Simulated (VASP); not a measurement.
# AlN (P6_3/mmc) in VASP: single point with PBE

Aim: the single point of AlN with PBE.

All numbers are computed with VASP 6.6.1; they aren't measurements. Logs are shortened: lines on timing, memory, paths and dates and some standing lists are left out, and cuts for length are marked.

### 1 The cell of the first run

The structure is hexagonal, space group P6_3/mmc (No. 194). The conventional cell has a = 2.803 Å, b = 2.803 Å, c = 3.442 Å, α = 90.00°, β = 90.00°, γ = 120.00°. Al (site symmetry -6m2) has 5 N at 1.62 to 1.72 Å within 2.2 Å. N (site symmetry -6m2) has 5 Al at 1.62 to 1.72 Å within 2.2 Å.

### 2 Single point, PBE (5.85 Å³/atom)

Input file INCAR:

```
SYSTEM = AlN
ALGO = Normal ; EDIFF = 1E-6
ENCUT = 600 ; GGA = PE
GGA_COMPAT = .False. ; ISIF = 2
ISMEAR = -1 ; LASPH = .True.
LCHARG = .False. ; LREAL = .False.
LWAVE = .False. ; NBANDS = 16
NELM = 120 ; PREC = Accurate
SIGMA = 0.05
```

Input file KPOINTS:

```
k-points
0
Gamma
  13 13 7
  0 0 0
```

Input file POSCAR:

```
AlN
1.0
    2.8030977793      0.0000000000      0.0000000000
   -1.4015488896      2.4275538862      0.0000000000
    0.0000000000      0.0000000000      3.4415996048
Al N
2 2
Direct
    0.3333333333      0.6666666667     -0.0620002097
    0.6666666667      0.3333333333      0.4379997903
    0.3333333333      0.6666666667      0.4380002097
    0.6666666667      0.3333333333      0.9380002097
```

Potentials or basis: VASP PAW PBE potentials, release 64 (Al, N).

Run with:

```bash
cat potpaw_PBE.64/Al/POTCAR potpaw_PBE.64/N/POTCAR > POTCAR
mpirun -np 1 vasp_std > vasp.out
```

OUTCAR:

```text
SYSTEM = AlN
   EDIFF = 1E-6
   ENCUT = 600
   GGA = PE
   ISIF = 2
   ISMEAR = -1
   LASPH = .True.
   LREAL = .False.
   NELM = 120
   PREC = Accurate

 ion  position               nearest neighbor table
   1  0.333  0.667  0.938-   4 1.62   4 1.62   4 1.62   3 1.72   3 1.72   2 2.36   2 2.36   2 2.36
                             2 2.36   2 2.36   2 2.36
   2  0.667  0.333  0.438-   3 1.62   3 1.62   3 1.62   4 1.72   4 1.72   1 2.36   1 2.36   1 2.36
                             1 2.36   1 2.36   1 2.36
   3  0.333  0.667  0.438-   2 1.62   2 1.62   2 1.62   1 1.72   1 1.72
   4  0.667  0.333  0.938-   1 1.62   1 1.62   1 1.62   2 1.72   2 1.72

  LATTYP: Found a hexagonal cell.
 ALAT       =     2.8030977793
 C/A-ratio  =     1.2277843571

  Lattice vectors:

 A1 = (   2.8030977793,   0.0000000000,   0.0000000000)
 A2 = (  -1.4015488896,   2.4275538862,   0.0000000000)
 A3 = (   0.0000000000,   0.0000000000,   3.4415996048)

Analysis of symmetry for initial positions (statically):
=====================================================================
 Subroutine PRICEL returns:
 Original cell was already a primitive cell.

 Routine SETGRP: Setting up the symmetry group for a
 hexagonal supercell.

 Subroutine GETGRP returns: Found 24 space group operations
 (whereof  6 operations were pure point group operations)
 out of a pool of 24 trial point group operations.

The static configuration has the point symmetry C_3v.
 The point group associated with its full space group is D_6h.

Analysis of symmetry for dynamics (positions and initial velocities):
=====================================================================
 Subroutine PRICEL returns:
 Original cell was already a primitive cell.

 Routine SETGRP: Setting up the symmetry group for a
 hexagonal supercell.

 Subroutine GETGRP returns: Found 24 space group operations
 (whereof  6 operations were pure point group operations)
 out of a pool of 24 trial point group operations.

The dynamic configuration has the point symmetry C_3v.
 The point group associated with its full space group is D_6h.

 Subroutine INISYM returns: Found 24 space group operations
 (whereof  6 operations are pure point group operations),
 and found     1 'primitive' translations

----------------------------------------------------------------------------------------

                                     Primitive cell

  volume of cell :      23.4190

  direct lattice vectors                    reciprocal lattice vectors
[... 90 lines left out ...]
   NELM   =    120;   NELMIN=  2; NELMDL= -5     # of ELM steps
   EDIFF  = 0.1E-05   stopping-criterion for ELM
   LREAL  =      F    real-space projection
   EDIFFG = 0.1E-04   stopping-criterion for IOM
   NSW    =      0    number of steps for IOM
   IBRION =     -1    ionic relax: 0-MD 1-quasi-New 2-CG
   NFREE  =      0    steps in history (QN), initial steepest desc. (CG)
   ISIF   =      2    stress and relaxation
   ISYM   =      2    0-nonsym 1-usesym 2-fastsym
   POTIM  = 0.5000    time-step for ionic-motion
   TEBEG  =    0.0;   TEEND  =   0.0 temperature during run
   PSTRESS=    0.0 pullay stress
   NELECT =      16.0000    total number of electrons
   NUPDOWN=      -1.0000    fix difference up-down
   EMIN   =  10.00;   EMAX   =-10.00  energy-range for DOS
   EFERMI =   0.00;   METHOD = LEGACY
   ISMEAR =    -1;   SIGMA  =   0.05  broadening in eV -4-tet -1-fermi 0-gaus
   EFERMI_NEDOS =   21; number of points for ismear=-14 and -15
   IALGO  =     38    algorithm
   IMIX   =      4    mixing-type and parameters
     AMIX     =   0.40;   BMIX     =  1.00
     AMIX_MAG =   1.60;   BMIX_MAG =  1.00
  volume/ion in A,a.u.               =       5.85        39.51
  Fermi-wavevector in a.u.,A,eV,Ry     =   1.441869  2.724736 28.286307  2.078985
  Thomas-Fermi vector in A             =   2.560453
   LORBIT       =      0    0 simple, 1 ext, 2 COOP (PROOUT), +10 PAW based schemes
   GGA     = PE    functional components
   LHFCALC =     F    Hartree Fock is set to
   AEXX    =    0.0000 exact exchange contribution
   IVDW    =     0    specifies the selected vdW correction
   LEPSILON=     F    determine dielectric tensor
   LRPA    =     F    only Hartree local field effects (RPA)
 non-spin polarized calculation
  energy-cutoff  :      600.00
  volume of cell :       23.42
 maximum number of plane-waves:       799
 NGX is ok and might be reduce to    24
   NGX = 11   NGY = 11   NGZ = 13

 number of electron      16.0000000 magnetization

 Free energy of the ion-electron system (eV)
  ---------------------------------------------------
  ext. energy  EPLUGINS =         0.00000000
  ---------------------------------------------------
  free energy    TOTEN  =       -19.24560049 eV

  energy without entropy =      -19.24560049  energy(sigma->0) =      -19.24560049

 E-fermi :  16.3551     XC(G=0): -13.7354

 val. band max:       15.4242834928   @ k =   0.0000   0.0000   0.0000
 cond. band min:      19.5822636097   @ k =   0.3077   0.3077   0.0000
 fundamental gap:      4.1579801169
 Fermi energy:        16.3550748358

 k-point     1 :       0.0000    0.0000    0.0000
  band No.  band energies     occupation
      1      -6.3431      2.00000
      2       0.5928      2.00000
      3       4.9588      2.00000
      4      10.1992      2.00000
      5      10.1992      2.00000
      6      12.4340      2.00000
[... 433 lines left out ...]
      3       5.9320      2.00000
      4       9.3519      2.00000
      5       9.7943      2.00000
      6      11.4487      2.00000
[... 8 lines left out ...]
     15      30.4420      0.00000
     16      31.9262      0.00000

 [... further k-points ...]
[... 5 lines left out ...]
  --------------------------------------------------------------------------------------
  -------------------------------------------------------------------------------------
  Total       44.3761549     44.3761549     44.4271922      0.0000000      0.0000000      0.0000000
  in kB     3035.9371890   3035.9371891   3039.4288366      0.0000001      0.0000000      0.0000000
  external PRESSURE =    3037.1010716 kB  Pullay stress =       0.0000000 kB

 VOLUME and BASIS-vectors are now :
 -----------------------------------------------------------------------------
  energy-cutoff  :      600.00
  volume of cell :       23.42
      direct lattice vectors                 reciprocal lattice vectors
     2.803097779  0.000000000  0.000000000     0.356748169  0.205968651  0.000000000
    -1.401548890  2.427553886  0.000000000     0.000000000  0.411937303  0.000000000
     0.000000000  0.000000000  3.441599605     0.000000000  0.000000000  0.290562562

 POSITION                                       TOTAL-FORCE (eV/Angst)
 -----------------------------------------------------------------------------------
     -0.00000      1.61837      3.22822         0.000000      0.000000      0.000000
      1.40155      0.80918      1.50742        -0.000000     -0.000000      0.000000
     -0.00000      1.61837      1.50742         0.000000      0.000000     -0.000000
      1.40155      0.80918      3.22822        -0.000000     -0.000000      0.000000
 -----------------------------------------------------------------------------------
    total drift:                               -0.000000      0.000000     -0.002024

  FREE ENERGIE OF THE ION-ELECTRON SYSTEM (eV)
  ---------------------------------------------------
  free  energy   TOTEN  =       -19.2456004931 eV

  energy  without entropy=      -19.2456004930  energy(sigma->0) =      -19.24560049
```

It took 30 s on 1 thread of Intel Xeon 8259CL, shared host; peak memory 0.16 GiB.

What came out:

```yaml
Free_energy: -19.2456 eV
Pressure: 303.7 GPa
Band_gap_on_the_k_mesh: 4.16 eV (least direct gap 6.63 eV)
```

Levels at points of the mesh, in eV from the valence-band top:
```tsv
k point	band 5	band 6	band 7	band 8	band 9	band 10	band 11	band 12
(0.00, 0.00, 0.00)	-5.23	-2.99	-2.99	0.00	6.63	9.33	11.62	11.62
```

Caveat: the cell stands under pressure.
